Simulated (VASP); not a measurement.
Set up this calculation in VASP 6.6.1, as the native input.

```
Task                   : single point
Functional             : PBE
Potentials or basis    : VASP PAW PBE potentials, release 64 (Ca_sv, Si, N)
Cutoff                 : 520 eV
k mesh                 : 6 × 6 × 6
Occupations            : gaussian, width 0.1 eV
Spin                   : collinear spin, ferromagnetic start
Starting moments       : [0.0, 0.0, 0.0, 1.0, 1.0, 1.0] μB
Dipole correction      : no
Further INCAR settings : ALGO = Fast; EDIFF = 1e-06; NBANDS = 30
```

The structure of CaSi2N3 lies in POSCAR:

```
CaSi2N3
1.0
    5.2049699354      0.0000000000      0.0000000000
   -2.6024849677      4.5076361900      0.0000000000
    0.0000000000      0.0000000000      2.6041188559
Ca Si N
1 2 3
Direct
    0.0000000000      0.0000000000      0.0000000000
    0.3333333333      0.6666666667      0.0000000000
    0.6666666667      0.3333333333      0.0000000000
    0.5000000000      0.0000000000      0.5000000000
    0.5000000000      0.5000000000      0.5000000000
    0.0000000000      0.5000000000      0.5000000000
```

The cell was generated, and may not be a known phase.

The input as run:

INCAR

```
SYSTEM = CaSi2N3
PREC = Accurate ; ENCUT = 520
EDIFF = 1E-6 ; ISMEAR = 0
SIGMA = 0.1 ; LREAL = .FALSE.
LASPH = .TRUE. ; NELM = 150
ALGO = Fast ; ISIF = 2
LWAVE = .FALSE. ; LCHARG = .FALSE.
ISPIN = 2 ; MAGMOM = 0 0 0 1 1 1
LORBIT = 11 ; GGA = PE
NBANDS = 30
```

KPOINTS

```
regular mesh
0
G
  6 6 6
  0 0 0
```

Potentials or basis: VASP PAW PBE potentials, release 64 (Ca_sv, Si, N).

Run with:

```console
$ cat potpaw_PBE.64/Ca_sv/POTCAR potpaw_PBE.64/Si/POTCAR potpaw_PBE.64/N/POTCAR > POTCAR
$ mpirun -np 1 vasp_std > vasp.out
```

Results of the run:

- Pressure: -0.1 GPa
- Net moment: 0.00 μB per cell
- Valence electrons inside the program's atomic spheres: Ca 8.32; Si 1.45; N 3.76

Caveat: the k points lie up to 0.40 Å⁻¹ apart.

Run time: 3.4 min on 1 thread of Oxide Virtual Turin-like Processor, on a shared host, peak memory 0.21 GiB.
